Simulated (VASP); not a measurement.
Here is a VASP 6.6.1 calculation.

File INCAR:

```
PREC = Accurate ; ENCUT = 520
EDIFF = 1E-6 ; ISMEAR = 0
SIGMA = 0.02 ; LREAL = False
LASPH = True ; NELM = 100
ALGO = Normal ; ISIF = 2
LWAVE = False ; LCHARG = True
LELF = True ; LVHAR = True
NBANDS = 26
```

KPOINTS

```
Automatic mesh
0
Gamma
  9 9 6
```

File POSCAR:

```
ZnO
1.0
    3.1873357838      0.0000000000      0.0000000000
   -1.5936678919      2.7603137592      0.0000000000
    0.0000000000      0.0000000000      5.1528329312
Zn O
2 2
Direct
    0.3333333333      0.6666666667      0.0017883233
    0.6666666667      0.3333333333      0.5017883233
    0.3333333333      0.6666666667      0.3802116767
    0.6666666667      0.3333333333      0.8802116767
```

Potentials or basis: VASP PAW LDA potentials, release 64 (Zn, O).

The run is started by

```console
$ cat potpaw_LDA.64/Zn/POTCAR potpaw_LDA.64/O/POTCAR > POTCAR
$ mpirun -np 1 vasp_std > vasp.out
```

Problem. Estimate the band gap on the k mesh.

Solution. 0.81 eV, direct.

Problem. Estimate the pressure.

Solution. 1.1 GPa.

As with any semilocal functional, this LDA gap is likely too small.
